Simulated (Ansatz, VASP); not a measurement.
## Nb in VASP and in Ansatz

```
CELL_PARAMETERS angstrom
-1.65682 1.65682 1.65682
1.65682 -1.65682 1.65682
1.65682 1.65682 -1.65682
ATOMIC_POSITIONS crystal
Nb 0.00000 0.00000 0.00000
```

Alike in both runs: task single point; functional PBEsol; k mesh 22 × 22 × 22; occupations fermi-dirac, width 0.1 eV; no spin polarisation.

|  | VASP | Ansatz |
| --- | --- | --- |
| version | VASP 6.6.1 | Ansatz 0.2.0 |
| potentials or method | VASP PAW PBE potentials, release 64 (Nb_sv), cutoff 520 eV | plane waves (420 eV) with PAW, scalar-relativistic |
| valence electrons in the cell | 13 | 13 |

|  | VASP | Ansatz | Ansatz less VASP |
| --- | --- | --- | --- |
| pressure (GPa) | -6.5 | -6.3 | +0.29 |

VASP's potentials were made for PBE, not for PBEsol, and Ansatz warns of the same on its side. The functional is the same, so the differences come from potentials, cutoffs and numerics.
